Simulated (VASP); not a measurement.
ZrB2, 3 atoms in the cell. Symmetry: P6/mmm, No. 191, hexagonal system. The conventional cell has a = 3.170 Å, b = 3.170 Å, c = 3.533 Å, α = 90.00°, β = 90.00°, γ = 120.00°. Within 3.4 Å of Zr (site symmetry 6/mmm) lie 12 B at 2.54 Å and 6 Zr at 3.17 Å. Within 2.4 Å of B (site symmetry -6m2) lie 3 B at 1.83 Å. 

```yaml
Program: VASP 6.6.1
Task: single point
Functional: PBE
Potentials_or_basis: VASP PAW PBE potentials, release 64 (Zr_sv, B)
Cutoff: 520 eV
k_mesh: 10 × 10 × 8
Occupations: gaussian, width 0.023 eV
Spin: no spin polarisation
Dipole_correction: no
Further_INCAR_settings: ALGO = Normal; EDIFF = 1e-07; NBANDS = 16
```

Potentials or basis: VASP PAW PBE potentials, release 64 (Zr_sv, B).

The run is started by

```sh
$ cat potpaw_PBE.64/Zr_sv/POTCAR potpaw_PBE.64/B/POTCAR > POTCAR
$ mpirun -np 1 vasp_std > vasp.out
```

Hardware: 1 thread of Intel Xeon 8259CL, on a shared host.

Q: How long does it take, and how much memory?

A: It took 46 s on 1 thread of Intel Xeon 8259CL (shared host), peak memory 0.16 GiB. Counts: scf iterations 13, k points 70.
